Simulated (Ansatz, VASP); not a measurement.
## CsCdCl3 in VASP and in Ansatz

```
Cs Cd Cl
1.0
     5.12200    0.00000    0.00000
     0.00000    5.12200    0.00000
     0.00000    0.00000    5.35600
Cs Cd Cl
1 1 3
Cartesian
  0.0000 0.0000 0.0000
  2.5610 2.5610 2.6780
  0.0000 2.5610 2.6780
  2.5610 0.0000 2.6780
  2.5610 2.5610 0.0000
```

Change from the starting cell: strain -0.015 along x and y, +0.030 along z, atoms carried along.

Alike in both runs: task single point; functional LDA; k mesh 6 × 6 × 6; occupations gaussian, width 0.05 eV; no spin polarisation.

|  | VASP | Ansatz |
| --- | --- | --- |
| version | VASP 6.6.1 | Ansatz 0.2.0 |
| potentials or method | VASP PAW LDA potentials, release 64 (Cs_sv, Cd, Cl), cutoff 520 eV | scalar-relativistic, plane waves, PAW |
| valence electrons in the cell | 42 | 50 |

|  | VASP | Ansatz | Ansatz less VASP |
| --- | --- | --- | --- |
| gap on the k mesh at the Fermi level (eV) | 1.46 | 1.43 | -0.027 |
| least direct gap on the mesh (eV) | 2.12 | 2.10 | -0.022 |
| pressure (GPa) | -1.5 | -1.8 | -0.22 |
| traceless stress, the component that is largest in VASP (GPa) | -1.21 | -1.15 | +0.062 |

LDA's correlation is that of Perdew and Zunger in VASP and of Perdew and Wang (1992) in Ansatz. VASP's potentials hold 42 valence electrons a cell and Ansatz's 50, so a difference there can come from the potentials and not from the codes.

Neither program's run includes spin-orbit coupling.
